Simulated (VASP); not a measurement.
Set up this calculation in VASP 6.6.1, as the native input.

```
Task                   : single point
Functional             : PBE
Dispersion             : D3(BJ)
Potentials or basis    : VASP PAW PBE potentials, release 64 (Se, Mo_sv)
Cutoff                 : 520 eV
k mesh                 : 9 × 9 × 1
Occupations            : gaussian, width 0.05 eV
Spin                   : no spin polarisation
Dipole correction      : yes
Further INCAR settings : ALGO = Normal; EDIFF = 1e-06; NBANDS = 64
```

The structure of MoSe2 lies in POSCAR:

```
MoSe2
1.0
    3.2761977891      0.0000000000      0.0000000000
   -1.6380988945      2.8372705132      0.0000000000
    0.0000000000      0.0000000000     39.4467184635
Se Mo
8 4
Direct
    0.3333333333      0.6666666667      0.2154805350
    0.3333333333      0.6666666667      0.3003814867
    0.6666666667      0.3333333333      0.3768598611
    0.6666666667      0.3333333333      0.4617608128
    0.3333333333      0.6666666667      0.5382391872
    0.3333333333      0.6666666667      0.6231401389
    0.6666666667      0.3333333333      0.6996185133
    0.6666666667      0.3333333333      0.7845194650
    0.6666666667      0.3333333333      0.2579310109
    0.3333333333      0.6666666667      0.4193103370
    0.6666666667      0.3333333333      0.5806896630
    0.3333333333      0.6666666667      0.7420689891
```

The input as run:

INCAR

```
PREC = Accurate ; ENCUT = 520
EDIFF = 1E-6 ; ISMEAR = 0
SIGMA = 0.05 ; LREAL = False
LASPH = True ; NELM = 100
ALGO = Normal ; ISIF = 2
LWAVE = False ; LCHARG = False
LDIPOL = True ; IDIPOL = 3
DIPOL = 0.5 0.5 0.500 ; GGA = PE
IVDW = 12 ; NBANDS = 64
```

KPOINTS

```
Automatic mesh
0
Gamma
  9 9 1
```

Potentials or basis: VASP PAW PBE potentials, release 64 (Se, Mo_sv).

Run with:

```sh
$ cat potpaw_PBE.64/Se/POTCAR potpaw_PBE.64/Mo_sv/POTCAR > POTCAR
$ mpirun -np 1 vasp_std > vasp.out
```

Results of the run:

The largest force is 0.062 eV/Å, the band gap on the k mesh is 0.95 eV, indirect (least direct gap 1.49 eV) and the dispersion energy per atom is -0.445 eV.

Run time: 15 min on 1 thread of Oxide Virtual Turin-like Processor, with other jobs on the host, peak memory 0.48 GiB.
